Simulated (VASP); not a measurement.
Crystal: Pt.

```xyz
2
Lattice="2.7607 0.0000 0.0000 -1.3803 2.3908 0.0000 0.0000 0.0000 4.7921" Properties=species:S:1:pos:R:3 pbc="T T T"
Pt    1.3803    0.7969    3.5941
Pt    0.0000    1.5939    1.1980
```

Base run:

```yaml
Program: VASP 6.6.1
Functional: LDA
Potentials_or_basis: VASP PAW LDA potentials, release 64 (Pt)
Cutoff: 520 eV
k_mesh: 14 × 14 × 7
Occupations: methfessel-paxton, width 0.1 eV
Spin: no spin polarisation
```

Its results: band gap on the k mesh zero (band 10 reaches 10.70 eV, above the bottom of band 11 at 9.48 eV); pressure -15.5 GPa.

The run is repeated on the same cell with these changes: potentials or basis from VASP PAW LDA potentials, release 64 (Pt) to VASP PAW LDA potentials, release 64 (Pt_sv_GW); cutoff from 520 eV to 500 eV; further incar settings from ALGO = Normal; EDIFF = 1e-06; NBANDS = 17 to ALGO = Normal; EDIFF = 1e-06; NBANDS = 25; valence electrons from 20 to 36. What comes out?

Band gap on the k mesh zero (band 18 reaches 10.08 eV, above the bottom of band 19 at 8.86 eV); pressure -18.5 GPa.

Caveats: spin-orbit coupling is left out, which moves the levels of the heavy elements.
